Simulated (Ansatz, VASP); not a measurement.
C in VASP and in Ansatz

```
C
1.0
     0.00000    1.78340    1.81907
     1.78340    0.00000    1.81907
     1.78340    1.78340    0.00000
C
2
Direct
  0.50000 0.50000 0.50000
  0.75000 0.75000 0.75000
```

Change from the starting cell: zz strain of +2 %.

Alike in both runs: task single point; functional PBE; k mesh 20 × 20 × 20; occupations fermi-dirac, width 0.08 eV; no spin polarisation.

|  | VASP | Ansatz |
| --- | --- | --- |
| version | VASP 6.6.1 | Ansatz 0.2.0 |
| potentials or method | VASP PAW PBE potentials, release 64 (C), cutoff 520 eV | all-electron LAPW, scalar-relativistic |

|  | VASP | Ansatz | Ansatz less VASP |
| --- | --- | --- | --- |
| gap on the k mesh at the Fermi level (eV) | 3.84 | 3.85 | +0.008 |
| pressure (GPa) | -6.0 | -6.7 | -0.63 |
| traceless stress, the component that is largest in VASP (GPa) | -12.26 | -12.28 | -0.017 |

Ansatz ran all-electron here, and VASP with PAW potentials.
